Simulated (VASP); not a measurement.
# LiPbF3 (Pm-3m) in VASP: a series of runs, part 2 of 2

VASP 6.6.1. Earlier steps stand in the parts before.

## 3. Single point, PBE

This run uses another cell than the first one, of 12.14 Å³/atom.

The input, INCAR:

```
SYSTEM = LiPbF3
PREC     = Accurate       ! precision mode
ENCUT    = 520            ! plane-wave cutoff, eV
EDIFF    = 1E-6           ! SCF threshold, eV
ISMEAR   = 0              ! smearing method
SIGMA    = 0.01           ! smearing width, eV
LREAL    = .False.        ! projectors in reciprocal space
LASPH    = .True.         ! aspherical terms in the spheres
NELM     = 100            ! most SCF steps
ALGO     = Normal         ! electronic algorithm
ISIF     = 2              ! what is computed and relaxed
LWAVE    = .False.        ! write WAVECAR
LCHARG   = .True.         ! write CHGCAR
GGA      = PE             ! functional
LELF     = .True.         ! ELF
LVHAR    = .True.       
NBANDS   = 27             ! bands
```

The input, KPOINTS:

```
regular mesh
0
Gamma
  6 6 6
  0 0 0
```

The input, POSCAR:

```
LiPbF3
1.0
    3.9304010322      0.0000000000      0.0000000000
    0.0000000000      3.9304010322      0.0000000000
    0.0000000000      0.0000000000      3.9304010322
Li Pb F
1 1 3
Direct
    0.0000000000      0.0000000000      0.0000000000
    0.5000000000      0.5000000000      0.5000000000
    0.5000000000      0.0000000000      0.0000000000
    0.0000000000      0.5000000000      0.0000000000
    0.0000000000      0.0000000000      0.5000000000
```

Potentials or basis: VASP PAW PBE potentials, release 64 (Li_sv, Pb_d, F).

Command:

```console
$ cat potpaw_PBE.64/Li_sv/POTCAR potpaw_PBE.64/Pb_d/POTCAR potpaw_PBE.64/F/POTCAR > POTCAR
$ mpirun -np 1 vasp_std > vasp.out
```

OUTCAR:

```text
SYSTEM = LiPbF3
   PREC = Accurate
   ENCUT = 520
   EDIFF = 1E-6
   ISMEAR = 0
   LREAL = .False.
   LASPH = .True.
   NELM = 100
   ISIF = 2
   GGA = PE

 ion  position               nearest neighbor table
   1  0.000  0.000  0.000-   3 1.97   4 1.97   5 1.97   5 1.97   4 1.97   3 1.97
   2  0.500  0.500  0.500-   3 2.78   4 2.78   5 2.78   3 2.78   4 2.78   3 2.78   5 2.78   3 2.78
                             4 2.78   5 2.78   4 2.78   5 2.78
   3  0.500  0.000  0.000-   1 1.97   1 1.97   2 2.78   2 2.78   2 2.78   2 2.78
   4  0.000  0.500  0.000-   1 1.97   1 1.97   2 2.78   2 2.78   2 2.78   2 2.78
   5  0.000  0.000  0.500-   1 1.97   1 1.97   2 2.78   2 2.78   2 2.78   2 2.78

  LATTYP: Found a simple cubic cell.
 ALAT       =     3.9304010322

  Lattice vectors:

 A1 = (   3.9304010322,   0.0000000000,   0.0000000000)
 A2 = (   0.0000000000,   3.9304010322,   0.0000000000)
 A3 = (   0.0000000000,   0.0000000000,   3.9304010322)

Analysis of symmetry for initial positions (statically):
=====================================================================
 Subroutine PRICEL returns:
[... 172 lines left out ...]

 E-fermi :   2.1891     XC(G=0): -10.4151

 val. band max:        2.0546733408   @ k =   0.5000   0.0000   0.0000
 cond. band min:       5.9404298058   @ k =   0.5000   0.0000   0.0000
 fundamental gap:      3.8857564650
 Fermi energy:         2.1890905858

 k-point     1 :       0.0000    0.0000    0.0000
  band No.  band energies     occupation
      1     -39.0087      2.00000
      2     -18.5472      2.00000
      3     -17.7763      2.00000
      4     -17.7763      2.00000
      5     -12.4985      2.00000
      6     -12.4985      2.00000
[... 589 lines left out ...]
     26      18.6427      0.00000
     27      22.8576      0.00000

------------------------ aborting loop because EDIFF is reached ----------------------------------------

  FORCE on cell =-STRESS in cart. coord.  units (eV):
  Direction    XX          YY          ZZ          XY          YZ          ZX
  --------------------------------------------------------------------------------------
  -------------------------------------------------------------------------------------
  Total       -0.1204854     -0.1204854     -0.1204854      0.0000000      0.0000000     -0.0000000
  in kB       -3.1793224     -3.1793224     -3.1793224      0.0000000      0.0000000     -0.0000000
  external PRESSURE =      -3.1793224 kB  Pullay stress =       0.0000000 kB

 VOLUME and BASIS-vectors are now :
 -----------------------------------------------------------------------------
  energy-cutoff  :      520.00
  volume of cell :       60.72
      direct lattice vectors                 reciprocal lattice vectors
     3.930401032  0.000000000  0.000000000     0.254426964  0.000000000  0.000000000
     0.000000000  3.930401032  0.000000000     0.000000000  0.254426964  0.000000000
     0.000000000  0.000000000  3.930401032     0.000000000  0.000000000  0.254426964

 POSITION                                       TOTAL-FORCE (eV/Angst)
 -----------------------------------------------------------------------------------
      0.00000      0.00000      0.00000         0.000000      0.000000      0.000000
      1.96520      1.96520      1.96520         0.000000      0.000000      0.000000
      1.96520      0.00000      0.00000         0.000000      0.000000      0.000000
      0.00000      1.96520      0.00000         0.000000      0.000000      0.000000
      0.00000      0.00000      1.96520         0.000000      0.000000      0.000000
 -----------------------------------------------------------------------------------
    total drift:                                0.000000     -0.000000      0.000000

  FREE ENERGIE OF THE ION-ELECTRON SYSTEM (eV)
  ---------------------------------------------------
  free  energy   TOTEN  =       -23.6746766878 eV

  energy  without entropy=      -23.6746766878  energy(sigma->0) =      -23.67467669
```

stdout:

```text
POSCAR found type information on POSCAR LiPbF
 POSCAR found :  3 types and       5 ions
 scaLAPACK will be used
 LDA part: xc-table for (Slater+PW92), standard interpolation
 POSCAR, INCAR and KPOINTS ok, starting setup
 FFT: planning ... GRIDC
 FFT: planning ... GRID_SOFT
 FFT: planning ... GRID
 WAVECAR not read
 entering main loop
```

Run time: 25 s. Hardware: 1 thread of Intel Xeon Platinum 8488C (Sapphire Rapids), shared host; peak memory 0.18 GiB.

Results:

| Quantity | Value |
| --- | --- |
| Free energy | -23.6747 eV |
| Band gap on the k mesh | 3.89 eV |

Caveat: the cutoff is under 1.25 times the usual one of these potentials, so pressure, stress and relaxed cells hold a basis-set (Pulay) error; spin-orbit coupling is left out, which moves the levels of the heavy elements.

## 4. Relaxation of cell and atoms, PBE

This run uses another cell than the first one, of 12.14 Å³/atom.

The input, INCAR:

```
SYSTEM = LiPbF3
PREC     = Accurate       ! precision mode
ENCUT    = 600            ! plane-wave cutoff, eV
EDIFF    = 1E-7           ! SCF threshold, eV
ISMEAR   = 0              ! smearing method
SIGMA    = 0.01           ! smearing width, eV
LREAL    = .False.        ! projectors in reciprocal space
LASPH    = .True.         ! aspherical terms in the spheres
NELM     = 100            ! most SCF steps
ALGO     = Normal         ! electronic algorithm
ISIF     = 3              ! what is computed and relaxed
LWAVE    = .False.        ! write WAVECAR
LCHARG   = .False.        ! write CHGCAR
GGA      = PE             ! functional
IBRION   = 2              ! ionic algorithm
NSW      = 80             ! ionic steps
EDIFFG   = -0.001         ! ionic threshold
```

The input, KPOINTS:

```
Automatic mesh
0
Gamma
  6 6 6
  0 0 0
```

Changes to POSCAR since step 3:

```diff
@@ -2,5 +2,5 @@
 1.0
-    3.9304010322      0.0000000000      0.0000000000
-    0.0000000000      3.9304010322      0.0000000000
-    0.0000000000      0.0000000000      3.9304010322
+    3.9305451309      0.0000000000      0.0000000000
+    0.0000000000      3.9305451309      0.0000000000
+    0.0000000000      0.0000000000      3.9305451309
 Li Pb F
```

Command:

```console
$ cat potpaw_PBE.64/Li_sv/POTCAR potpaw_PBE.64/Pb_d/POTCAR potpaw_PBE.64/F/POTCAR > POTCAR
$ mpirun -np 1 vasp_std > vasp.out
```

Wall time 40 s (1 thread of Intel Xeon Platinum 8488C (Sapphire Rapids), shared host); peak memory 0.2 GiB.

The run converged. Its results:

```
Free energy                           : -23.6813 eV
Relaxed volume                        : 12.08 Å³/atom
Relaxed cell                          : a = 3.923 Å, b = 3.923 Å, c = 3.923 Å, α = 90.00°, β = 90.00°, γ = 90.00°
Space group after relaxing (to 0.1 Å) : Pm-3m (No. 221)
Energy gained by relaxing             : 0.1 meV/atom
Ionic steps                           : 3
Pressure after relaxing               : 0.0 GPa
Band gap on the k mesh                : 3.89 eV
```

The path:
```csv
step,energy change (eV),largest force (eV/Å),pressure (GPa),volume (Å³)
1,0.0000,0.0000,-0.43,60.72
2,-0.0004,0.0000,-0.07,60.44
3,-0.0004,0.0000,0.01,60.38
```

Final structure:
```
Li Pb F
1.0
     3.92306    0.00000    0.00000
     0.00000    3.92306    0.00000
     0.00000    0.00000    3.92306
Li Pb F
1 1 3
Direct
  0.00000 0.00000 0.00000
  0.50000 0.50000 0.50000
  0.50000 0.00000 0.00000
  0.00000 0.50000 0.00000
  0.00000 0.00000 0.50000
```

Levels at points of the mesh, in eV from the valence-band top:
```
           k point  band 16  band 17  band 18  band 19  band 20  band 21  band 22  band 23
(0.00, 0.00, 0.00)    -1.35    -0.86    -0.86    -0.86     8.37     8.37     8.37    11.83
(0.50, 0.00, 0.00)    -1.46    -0.90    -0.90     0.00     3.89     7.60     7.60    13.35
(0.50, 0.50, 0.00)    -1.57    -0.74    -0.62    -0.42     5.55     5.55     6.93    13.72
(0.50, 0.50, 0.50)    -0.73    -0.65    -0.65    -0.65     7.02     7.02     7.02    11.98
```

Caveat: the cutoff is under 1.25 times the usual one of these potentials, so pressure, stress and relaxed cells hold a basis-set (Pulay) error; spin-orbit coupling is left out, which moves the levels of the heavy elements.

## 5. Overview

| task | cell | k mesh | cutoff (eV) | smearing | gap on the mesh (eV) |
| --- | --- | --- | --- | --- | --- |
| single point | a = 3.980 Å, 5 atoms | 4 × 4 × 4 | 520 | gaussian 0.1 eV | 3.87 |
| single point | a = 3.930 Å, 5 atoms | 6 × 6 × 6 | 520 | gaussian 0.01 eV | 3.89 |
| relaxation of cell and atoms | relaxed from a = 3.931 Å, 5 atoms | 6 × 6 × 6 | 600 | gaussian 0.01 eV | 3.89 |

Alike in all rows: level PBE; potentials or basis VASP PAW PBE potentials, release 64 (Li_sv, Pb_d, F); no spin polarisation.

Caveats: the cutoff is under 1.25 times the usual one of these potentials, so pressure, stress and relaxed cells hold a basis-set (Pulay) error; spin-orbit coupling is left out, which moves the levels of the heavy elements.

Total energies depend on the potentials used, so only differences within one code and one set of settings carry meaning.
